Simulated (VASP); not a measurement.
Ti3Si, 8 atoms in the cell. The structure is hexagonal, space group P6_3/mmc (No. 194). Conventional cell: a = 5.584 Å, b = 5.584 Å, c = 4.473 Å, α = 90.00°, β = 90.00°, γ = 120.00°. Within 3.6 Å of Ti (site symmetry mm2) lie 8 Ti at 2.71 to 2.87 Å and 4 Si at 2.73 to 2.79 Å. Within 3.6 Å of Si (site symmetry -6m2) lie 12 Ti at 2.73 to 2.79 Å. 

| Item | Value |
| --- | --- |
| Program | VASP 6.6.1 |
| Task | single point |
| Functional | PBEsol |
| Potentials or basis | VASP PAW PBE potentials, release 64 (Ti_sv, Si) |
| Cutoff | 520 eV |
| k mesh | 6 × 6 × 8 |
| Occupations | gaussian, width 0.1 eV |
| Spin | no spin polarisation |
| Dipole correction | no |
| k mesh for the DOS | 9 × 9 × 12 |
| Occupations for the DOS | tetrahedron |
| Further INCAR settings | ALGO = Fast; EDIFF = 1e-07 |

Potentials or basis: VASP PAW PBE potentials, release 64 (Ti_sv, Si).

Run with:

```sh
$ cat potpaw_PBE.64/Ti_sv/POTCAR potpaw_PBE.64/Si/POTCAR > POTCAR
$ cp INCAR.step1 INCAR
$ cp KPOINTS.step1 KPOINTS
$ mpirun -np 1 vasp_std > vasp.out
$ cp INCAR.step2 INCAR
$ cp KPOINTS.step2 KPOINTS
$ mpirun -np 1 vasp_std > vasp.out
```

Hardware: 1 thread of Intel(R) Xeon(R) 6975P-C (Granite Rapids), with other jobs on the host.

Q: Estimate the wall time of this run.

A: It took 30 min on 1 thread of Intel(R) Xeon(R) 6975P-C (Granite Rapids), on a shared host, peak memory 0.48 GiB. Counts: k points 84.
